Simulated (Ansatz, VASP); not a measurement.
MgB2: VASP beside Ansatz

```
Mg B
1.0
     3.12560    0.00000    0.00000
    -1.56280    2.70685    0.00000
     0.00000    0.00000    3.56936
Mg B
1 2
Direct
  0.00000 0.00000 0.00000
  0.33333 0.66667 0.50000
  0.66667 0.33333 0.50000
```

Change from the starting cell: volume scaled by 1.04, PAW files.

Alike in both runs: task electric field gradients; functional PBE; k mesh 12 × 12 × 9; occupations fermi-dirac, width 0.05 eV; no spin polarisation.

```csv
,VASP,Ansatz
version,VASP 6.6.1,Ansatz 0.2.0
potentials or method,"VASP PAW PBE potentials, release 64 (Mg, B)","PAW with Ansatz's default frozen-core files, scalar-relativistic"
plane-wave cutoff (eV),520,420
valence electrons in the cell,8,16
```

|  | VASP | Ansatz | Ansatz less VASP |
| --- | --- | --- | --- |
| pressure (GPa) | -6.7 | -6.5 | +0.26 |
| traceless stress, the component that is largest in VASP (GPa) | 1.79 | 1.91 | +0.115 |
| size of Vzz on the site where it differs most (V/Å²) | 0.1 | 2.7 | +2.54 |

VASP's potentials hold 8 valence electrons a cell and Ansatz's 16, so a difference there can come from the potentials and not from the codes.
